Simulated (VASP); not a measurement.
Crystal: Zr.

```
Zr
1.0
    -1.77000    1.77000    1.77000
     1.77000   -1.77000    1.77000
     1.77000    1.77000   -1.77000
Zr
1
Direct
  0.00000 0.00000 0.00000
```

This cell differs from its parent crystal: Mo replaced by Zr, lengths x 1.082, strained.

Base run:

```yaml
Program: VASP 6.6.1
Functional: PBEsol
Potentials_or_basis: VASP PAW PBE potentials, release 64 (Zr_sv)
Cutoff: 500 eV
k_mesh: 8 × 8 × 8
Occupations: gaussian, width 0.1 eV
Spin: no spin polarisation
```

Its results: band gap on the k mesh zero (bands 6 and 7 overlap by 1.73 eV); pressure -0.7 GPa.

Problem. The run is repeated on the same cell with these changes: k mesh from 8 × 8 × 8 to 16 × 16 × 16. What comes out?

Solution. Band gap on the k mesh zero (bands 6 and 7 overlap by 1.92 eV); pressure -1.4 GPa.

Caveats: the PAW data sets were made with another functional, which shifts forces and pressure a little.
